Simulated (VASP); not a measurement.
# Rb: single point with PBE

Rb:

```
CELL_PARAMETERS angstrom
4.20542 0.00000 0.00000
-2.10271 3.64200 0.00000
0.00000 0.00000 15.47485
ATOMIC_POSITIONS crystal
Rb 0.00000 0.00000 0.00000
Rb 0.33333 0.66667 0.25000
Rb 0.00000 0.00000 0.50000
Rb 0.66667 0.33333 0.75000
```

This cell differs from its parent crystal: Li replaced by Rb, lengths x 1.431, strained.

```
Program                : VASP 6.6.1
Task                   : single point
Functional             : PBE
Potentials or basis    : VASP PAW PBE potentials, release 64 (Rb_sv)
Cutoff                 : 520 eV
k mesh                 : 12 × 12 × 4
Occupations            : gaussian, width 0.1 eV
Spin                   : no spin polarisation
Dipole correction      : no
Further INCAR settings : ALGO = Fast; EDIFF = 1e-06; NBANDS = 26
```

The pressure is 2.7 GPa and the band gap on the k mesh is zero (bands 18 and 19 overlap by 2.85 eV).

Stress tensor (GPa, compression positive):
```
3.13 0.00 0.00
0.00 3.13 0.00
0.00 0.00 1.84
```

Levels at points of the mesh, in eV from the Fermi level:
```tsv
k point	band 15	band 16	band 17	band 18	band 19	band 20	band 21	band 22
(0.00, 0.00, 0.00)	-12.80	-12.80	-2.61	-1.78	-1.77	-0.29	0.58	1.99
(0.50, 0.00, 0.00)	-12.88	-12.88	0.06	0.17	0.39	0.42	1.04	1.19
(0.00, 0.00, 0.50)	-12.80	-12.80	-2.39	-2.39	-0.93	-0.93	1.17	1.17
(0.50, 0.00, 0.50)	-12.89	-12.89	0.15	0.15	0.34	0.34	1.13	1.13
```

Wall time 10 min on 1 thread of Intel Xeon 8259CL (shared host), peak memory 0.49 GiB.

Caveat: the cell differs from its parent crystal (Li replaced by Rb, lengths x 1.431, strained).
